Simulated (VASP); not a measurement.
# H (Cmcm) in VASP: notebook, part 2 of 2

VASP 6.6.1. The steps go on from the part before.

## 4. Single point, r2SCAN

POSCAR

```
H
1.0
    1.6485318600     -2.7316882300      0.0000000000
    1.6485318600      2.7316882300      0.0000000000
    0.0000000000      0.0000000000      6.3137686200
H
4
Direct
    0.5678085000      0.4321915000      0.9995149500
    0.4321915000      0.5678085000      0.0004850500
    0.4321915000      0.5678085000      0.4995149500
    0.5678085000      0.4321915000      0.5004850500
```

INCAR.step1

```
SYSTEM = H
PREC = Accurate
ENCUT = 520
ISMEAR = 0
SIGMA = 0.02
LREAL = .FALSE.
LASPH = .TRUE.
NELM = 100
NBANDS = 10
GGA = PE
ALGO = Normal
EDIFF = 1E-4
LWAVE = .TRUE.
LCHARG = .FALSE.
```

INCAR.step2

```
SYSTEM = H
PREC = Accurate
ENCUT = 520
EDIFF = 1E-7
ISMEAR = 0
SIGMA = 0.02
LREAL = .FALSE.
LASPH = .TRUE.
NELM = 100
ALGO = Normal
ISIF = 2
LWAVE = .FALSE.
LCHARG = .FALSE.
METAGGA = R2SCAN
LMIXTAU = .TRUE.
NBANDS = 10
ISTART = 1
```

KPOINTS

```
regular mesh
0
G
  4 4 2
  0 0 0
```

Potentials or basis: VASP PAW PBE potentials, release 64 (H).

Launch:

```bash
cat potpaw_PBE.64/H/POTCAR > POTCAR
cp INCAR.step1 INCAR
mpirun -np 1 vasp_std > vasp.out
cp INCAR.step2 INCAR
mpirun -np 1 vasp_std > vasp.out
```

OUTCAR:

```text
SYSTEM = H
   PREC = Accurate
   ENCUT = 520
   EDIFF = 1E-7
   ISMEAR = 0
   LREAL = .FALSE.
   LASPH = .TRUE.
   NELM = 100
   ISIF = 2
   METAGGA = R2SCAN
   ISTART = 1

 ion  position               nearest neighbor table
   1  0.568  0.432  1.000-   2 0.74
   2  0.432  0.568  0.000-   1 0.74
   3  0.432  0.568  0.500-   4 0.74
   4  0.568  0.432  0.500-   3 0.74

  LATTYP: Found a base centered orthorhombic cell.
 ALAT       =     3.2970637200
 B/A-ratio  =     1.6570430310
 C/A-ratio  =     1.9149671211

  Lattice vectors:

 A1 = (   1.6485318600,  -2.7316882300,   0.0000000000)
 A2 = (   1.6485318600,   2.7316882300,   0.0000000000)
 A3 = (   0.0000000000,   0.0000000000,   6.3137686200)

Analysis of symmetry for initial positions (statically):
=====================================================================
 Subroutine PRICEL returns:
 Original cell was already a primitive cell.

 Routine SETGRP: Setting up the symmetry group for a
 base centered orthorhombic supercell.

 Subroutine GETGRP returns: Found  8 space group operations
 (whereof  4 operations were pure point group operations)
 out of a pool of  8 trial point group operations.

The static configuration has the point symmetry C_2h.
 The point group associated with its full space group is D_2h.

Analysis of symmetry for dynamics (positions and initial velocities):
=====================================================================
 Subroutine PRICEL returns:
 Original cell was already a primitive cell.

 Routine SETGRP: Setting up the symmetry group for a
 base centered orthorhombic supercell.

 Subroutine GETGRP returns: Found  8 space group operations
 (whereof  4 operations were pure point group operations)
 out of a pool of  8 trial point group operations.

The dynamic configuration has the point symmetry C_2h.
[... 118 lines left out ...]
   METAGGA = R2SCAN    functional components
   LHFCALC =     F    Hartree Fock is set to
   AEXX    =    0.0000 exact exchange contribution
   IVDW    =     0    specifies the selected vdW correction
   LEPSILON=     F    determine dielectric tensor
   LRPA    =     F    only Hartree local field effects (RPA)
 non-spin polarized calculation
 Gauss-broadening in eV      SIGMA  =   0.02
  energy-cutoff  :      520.00
  volume of cell :       56.87
 maximum number of plane-waves:      1546
   NGX = 11   NGY = 11   NGZ = 23

 number of electron       3.9999998 magnetization

 Free energy of the ion-electron system (eV)
  ---------------------------------------------------
  ext. energy  EPLUGINS =         0.00000000
  ---------------------------------------------------
  free energy    TOTEN  =       -13.78531429 eV

  energy without entropy =      -13.78531429  energy(sigma->0) =      -13.78531429

 E-fermi :  -8.9413     XC(G=0):  -4.7195

 val. band max:       -9.0536956198   @ k =   0.5000   0.5000   0.0000
 cond. band min:       0.0394567080   @ k =   0.5000   0.5000   0.0000
 fundamental gap:      9.0931523278
 Fermi energy:        -8.9413481575

 k-point     1 :       0.0000    0.0000    0.0000
  band No.  band energies     occupation
      1     -10.9299      2.00000
      2     -10.2424      2.00000
      3       1.1229      0.00000
      4       4.3600      0.00000
      5       8.5561      0.00000
      6       9.3715      0.00000
      7       9.3724      0.00000
      8      10.5831      0.00000
      9      13.4152      0.00000
     10      14.0464      0.00000
[... 157 lines left out ...]
 k-point    14 :       0.5000    0.5000    0.5000
  band No.  band energies     occupation
      1      -9.2944      2.00000
      2      -9.2944      2.00000
      3       0.7828      0.00000
      4       0.7828      0.00000
      5       6.9131      0.00000
      6       6.9131      0.00000
      7       9.9369      0.00000
      8       9.9369      0.00000
      9      10.2582      0.00000
     10      10.2582      0.00000

------------------------ aborting loop because EDIFF is reached ----------------------------------------

  FORCE on cell =-STRESS in cart. coord.  units (eV):
  Direction    XX          YY          ZZ          XY          YZ          ZX
  --------------------------------------------------------------------------------------
  -------------------------------------------------------------------------------------
  Total        0.0232806      0.0269734      0.0242412      0.0000000      0.0000000      0.0000000
  in kB        0.6559316      0.7599742      0.6829940      0.0000000      0.0000000      0.0000000
  external PRESSURE =       0.6996333 kB  Pullay stress =       0.0000000 kB

 VOLUME and BASIS-vectors are now :
 -----------------------------------------------------------------------------
  energy-cutoff  :      520.00
  volume of cell :       56.87
      direct lattice vectors                 reciprocal lattice vectors
     1.648531860 -2.731688230  0.000000000     0.303300174 -0.183036993  0.000000000
     1.648531860  2.731688230  0.000000000     0.303300174  0.183036993  0.000000000
     0.000000000  0.000000000  6.313768620     0.000000000  0.000000000  0.158384011

 POSITION                                       TOTAL-FORCE (eV/Angst)
 -----------------------------------------------------------------------------------
      1.64853     -0.37046      6.31071         0.000000     -0.008808     -0.000456
      1.64853      0.37046      0.00306         0.000000      0.008808      0.000456
      1.64853      0.37046      3.15382         0.000000      0.008808     -0.000456
      1.64853     -0.37046      3.15995         0.000000     -0.008808      0.000456
 -----------------------------------------------------------------------------------
    total drift:                                0.000000      0.000000      0.000000

  FREE ENERGIE OF THE ION-ELECTRON SYSTEM (eV)
  ---------------------------------------------------
  free  energy   TOTEN  =       -13.7853142908 eV

  energy  without entropy=      -13.7853142908  energy(sigma->0) =      -13.78531429
```

OUTCAR.step1:

```text
SYSTEM = H
   PREC = Accurate
   ENCUT = 520
   ISMEAR = 0
   LREAL = .FALSE.
   LASPH = .TRUE.
[... 401 lines left out ...]
      1.64853      0.37046      0.00306         0.000000      0.301909      0.002815
      1.64853      0.37046      3.15382         0.000000      0.301909     -0.002815
      1.64853     -0.37046      3.15995         0.000000     -0.301909      0.002815
 -----------------------------------------------------------------------------------
    total drift:                                0.000000      0.000000      0.000000

  FREE ENERGIE OF THE ION-ELECTRON SYSTEM (eV)
  ---------------------------------------------------
  free  energy   TOTEN  =       -13.5592875189 eV

  energy  without entropy=      -13.5592875189  energy(sigma->0) =      -13.55928752
```

Run time: 50 s. Hardware: 1 thread of AMD EPYC 7R13, shared host; peak memory 0.13 GiB.

What came out:

* Free energy: -13.7853 eV
* Pressure: 0.1 GPa
* Largest force: 0.009 eV/Å
* Band gap on the k mesh: 9.09 eV

Forces on the atoms (eV/Å):
```
H    0.000 -0.009  0.000
H    0.000  0.009  0.000
H    0.000  0.009  0.000
H    0.000 -0.009  0.000
```

Caveat: the k points lie up to 0.56 Å⁻¹ apart; the PAW data sets were made with another functional, which shifts forces and pressure a little. A k mesh can miss the band edges.

## 5. Single point, r2SCAN

POSCAR is that of step 4.

INCAR.step1

```
SYSTEM = H
PREC = Accurate ; ENCUT = 520
ISMEAR = 0 ; SIGMA = 0.02
LREAL = .FALSE. ; LASPH = .TRUE.
NELM = 60 ; NBANDS = 10
GGA = PE ; ALGO = Normal
EDIFF = 1E-4 ; LWAVE = .TRUE.
LCHARG = .FALSE.
```

INCAR.step2

```
SYSTEM = H
PREC = Accurate ; ENCUT = 520
EDIFF = 1E-6 ; ISMEAR = 0
SIGMA = 0.02 ; LREAL = .FALSE.
LASPH = .TRUE. ; NELM = 60
ALGO = Normal ; ISIF = 2
LWAVE = .FALSE. ; LCHARG = .TRUE.
METAGGA = R2SCAN ; LMIXTAU = .TRUE.
LELF = .TRUE. ; LVHAR = .TRUE.
NBANDS = 10 ; ISTART = 1
```

KPOINTS

```
Automatic mesh
0
Gamma
  4 4 2
  0.5 0.5 0.5
```

Launch:

```bash
cat potpaw_PBE.64/H/POTCAR > POTCAR
cp INCAR.step1 INCAR
mpirun -np 1 vasp_std > vasp.out
cp INCAR.step2 INCAR
mpirun -np 1 vasp_std > vasp.out
```

Wall time 32 s (1 thread of AMD EPYC 7R13, shared host); peak memory 0.13 GiB.

It converged, with:

| Quantity | Value |
| --- | --- |
| Free energy | -13.7859 eV |
| Pressure | 0.1 GPa |
| Largest force | 0.011 eV/Å |
| Band gap on the k mesh | 9.93 eV |

Forces on the atoms (eV/Å):
```
H    0.000 -0.011  0.000
H    0.000  0.011  0.000
H    0.000  0.011  0.000
H    0.000 -0.011  0.000
```

Levels at points of the mesh, in eV from the valence-band top:
| k point | band 1 | band 2 | band 3 | band 4 | band 5 |
| --- | --- | --- | --- | --- | --- |
| (0.12, 0.12, 0.25) | -1.35 | -0.91 | 11.45 | 12.61 | 15.90 |

Caveat: the k points lie up to 0.56 Å⁻¹ apart; the PAW data sets were made with another functional, which shifts forces and pressure a little; a shifted mesh leaves out Γ, where band edges can lie.

## 6. Summary

| k mesh | gap on the mesh (eV) | pressure (GPa) | largest force (eV/Å) |
| --- | --- | --- | --- |
| 1 × 1 × 1 | - | -12.8 | 2.67 |
| 2 × 2 × 1 | 9.09 | 0.9 | 0.22 |
| 4 × 4 × 2 | 9.09 | 0.1 | 0.01 |
| 4 × 4 × 2, shifted | 9.93 | 0.1 | 0.01 |

Alike in all rows: task single point; level r2SCAN; potentials or basis VASP PAW PBE potentials, release 64 (H); no spin polarisation; cell as given; cutoff (eV) 520; smearing gaussian 0.02 eV.

Caveats: all runs use coarse meshes; the PAW data sets were made with another functional, which shifts forces and pressure a little; a shifted mesh leaves out Γ, where band edges can lie (at least some runs).

Absolute energies hang on the potentials; compare differences alone.
